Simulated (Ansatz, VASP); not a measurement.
**Cs in VASP and in Ansatz**

File INCAR:

```
PREC     = Accurate       # precision mode
ENCUT    = 520            # plane-wave cutoff, eV
EDIFF    = 1E-6           # SCF threshold, eV
ISMEAR   = -1             # smearing method
SIGMA    = 0.05           # smearing width, eV
LREAL    = F              # projectors in reciprocal space
LASPH    = T              # aspherical terms in the spheres
NELM     = 100            # most SCF steps
ALGO     = Normal         # electronic algorithm
ISIF     = 2              # what is computed and relaxed
LWAVE    = F              # write WAVECAR
LCHARG   = F              # write CHGCAR
GGA      = PS             # functional
NBANDS   = 10             # bands
```

The input KPOINTS:

```
Automatic mesh
0
Gamma
  12 12 12
```

File POSCAR:

```
Cs
1.0
    0.0000000000      3.8784308267      3.8784308267
    3.8784308267      0.0000000000      3.8784308267
    3.8784308267      3.8784308267      0.0000000000
Cs
1
Direct
    0.0000000000      0.0000000000      0.0000000000
```

Input for Ansatz:

```yaml
crystal:
  lattice:
    - [0.0, 3.8784308267, 3.8784308267]
    - [3.8784308267, 0.0, 3.8784308267]
    - [3.8784308267, 3.8784308267, 0.0]
  atoms:
    - { symbol: Cs, position: [0.0, 0.0, 0.0] }
kpoints:
  mp_grid: { grid: [12, 12, 12] }
  band_path:
    path:
      - [0.0, 0.0, 0.0]
      - [0.5, 0.0, 0.5]
      - [0.625, 0.25, 0.625]
      - [0.375, 0.375, 0.75]
      - [0.0, 0.0, 0.0]
      - [0.5, 0.5, 0.5]
      - [0.5, 0.25, 0.75]
      - [0.5, 0.0, 0.5]
    npoints: 5
scf:
  occupations: { method: fermi_dirac, width: 0.05 }
hamiltonian:
  xc: pbesol
  pseudopotentials: { kind: all_electron, lapw: { basis_error: 0.00025 } }
output:
  forces: true
  stress: true
  eigenvalues: true
```

Alike in both runs: task single point; functional PBEsol; k mesh 12 × 12 × 12; occupations fermi-dirac, width 0.05 eV; no spin polarisation.

```csv
,VASP,Ansatz
version,VASP 6.6.1,Ansatz 0.2.0
potentials or method,"VASP PAW PBE potentials, release 64 (Cs_sv), cutoff 520 eV","all-electron LAPW, scalar-relativistic"
```

```csv
,VASP,Ansatz,Ansatz less VASP
pressure (GPa),-0.1,-0.1,+0.01
```

VASP's potentials were made for PBE, not for PBEsol. Ansatz ran all-electron here, and VASP with PAW potentials.

Neither program's run includes spin-orbit coupling.
